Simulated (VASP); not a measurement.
Crystal: TlCl (CsCl type).

```
CELL_PARAMETERS angstrom
3.90000 0.00000 0.00000
0.00000 3.90000 0.00000
0.00000 0.00000 3.90000
ATOMIC_POSITIONS crystal
Tl 0.00000 0.00000 0.00000
Cl 0.50000 0.50000 0.50000
```

Base run:

```yaml
Program: VASP 6.6.1
Functional: r2SCAN
Potentials_or_basis: VASP PAW PBE potentials, release 64 (Tl_d, Cl)
Cutoff: 550 eV
k_mesh: 6 × 6 × 6
Occupations: fermi-dirac, width 0.02 eV
Spin: no spin polarisation
```

Its results: band gap on the k mesh 2.63 eV; pressure -1.2 GPa.

Q: The run is repeated on the same cell with these changes: functional from r2SCAN to PBE; cutoff from 550 eV to 500 eV. What comes out?

A: Band gap on the k mesh 2.20 eV; pressure -0.1 GPa.

Caveats: spin-orbit coupling is left out, which moves the levels of the heavy elements; the PAW data sets were made with another functional, which shifts forces and pressure a little (at least some runs).

A k mesh can miss the band edges.
